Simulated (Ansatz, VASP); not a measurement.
# One calculation of C, two programs

Contents of INCAR:

```
PREC = Accurate
ENCUT = 520
EDIFF = 1E-6
ISMEAR = 0
SIGMA = 0.05
LREAL = Auto
LASPH = T
NELM = 80
ALGO = Normal
ISIF = 2
LWAVE = F
LCHARG = F
GGA = PS
NBANDS = 43
```

File KPOINTS:

```
Automatic mesh
0
Gamma
  6 6 6
```

Contents of POSCAR:

```
C
1.0
    0.0000000000      3.5537981836     -3.5537981836
   -3.5537981836      0.0000000000     -3.5537981836
   -3.5537981836      3.5537981836      0.0000000000
C
15
Direct
    0.2500000000      0.7500000000      0.2500000000
    0.7500000000      0.2500000000      0.2500000000
    0.2500000000      0.2500000000      0.2500000000
    0.7500000000      0.7500000000      0.7500000000
    0.2500000000      0.7500000000      0.7500000000
    0.7500000000      0.2500000000      0.7500000000
    0.2500000000      0.2500000000      0.7500000000
    0.8750000000      0.3750000000      0.3750000000
    0.3750000000      0.3750000000      0.3750000000
    0.8728102206      0.8728102206      0.1918795588
    0.3750000000      0.8750000000      0.3750000000
    0.8750000000      0.3750000000      0.8750000000
    0.3750000000      0.3750000000      0.8750000000
    0.8750000000      0.8750000000      0.8750000000
    0.3750000000      0.8750000000      0.8750000000
```

Input for Ansatz:

```yaml
crystal:
  lattice:
    - [0.0, 3.5537981836, -3.5537981836]
    - [-3.5537981836, 0.0, -3.5537981836]
    - [-3.5537981836, 3.5537981836, 0.0]
  atoms:
    - { symbol: C, position: [0.25, 0.75, 0.25] }
    - { symbol: C, position: [0.75, 0.25, 0.25] }
    - { symbol: C, position: [0.25, 0.25, 0.25] }
    - { symbol: C, position: [0.75, 0.75, 0.75] }
    - { symbol: C, position: [0.25, 0.75, 0.75] }
    - { symbol: C, position: [0.75, 0.25, 0.75] }
    - { symbol: C, position: [0.25, 0.25, 0.75] }
    - { symbol: C, position: [0.875, 0.375, 0.375] }
    - { symbol: C, position: [0.375, 0.375, 0.375] }
    - { symbol: C, position: [0.8728102206, 0.8728102206, 0.1918795588] }
    - { symbol: C, position: [0.375, 0.875, 0.375] }
    - { symbol: C, position: [0.875, 0.375, 0.875] }
    - { symbol: C, position: [0.375, 0.375, 0.875] }
    - { symbol: C, position: [0.875, 0.875, 0.875] }
    - { symbol: C, position: [0.375, 0.875, 0.875] }
basis:
  ecutwfc: 420
kpoints:
  mp_grid: { grid: [6, 6, 6] }
hamiltonian:
  xc: pbesol
  pseudopotentials: { kind: paw, azcp: { folder: soft_1 } }
scf:
  occupations: { method: gaussian, width: 0.05 }
output:
  forces: true
  stress: true
  eigenvalues: true
  write_density: true
  write_potential: true
  elf: true
  volumetric_format: npy
```

Change from the starting cell: C vacancy; atom 10 moved 0.500 of the way to it and -0.525 Å across, host rigid.

Alike in both runs: task single point; functional PBEsol; k mesh 6 × 6 × 6; occupations gaussian, width 0.05 eV; no spin polarisation.

```csv
,VASP,Ansatz
version,VASP 6.6.1,Ansatz 0.2.0
potentials or method,"VASP PAW PBE potentials, release 64 (C), cutoff 520 eV","scalar-relativistic, plane waves, PAW"
valence electrons in the cell,60,60
```

|  | VASP | Ansatz | Ansatz less VASP |
| --- | --- | --- | --- |
| gap on the k mesh at the Fermi level (eV) | none | none | - |
| pressure (GPa) | -6.5 | -7.5 | -1.02 |
| traceless stress, the component that is largest in VASP (GPa) | -18.63 | -18.66 | -0.029 |
| rms of the force components (eV/Å) | 1.679 | 1.684 | +0.0055 |

VASP's potentials were made for PBE, not for PBEsol, and Ansatz warns of the same on its side. Atom by atom the forces differ by 0.013 eV/Å (rms over components). A gap of «none» marks a metal or a gap that the smearing closes.
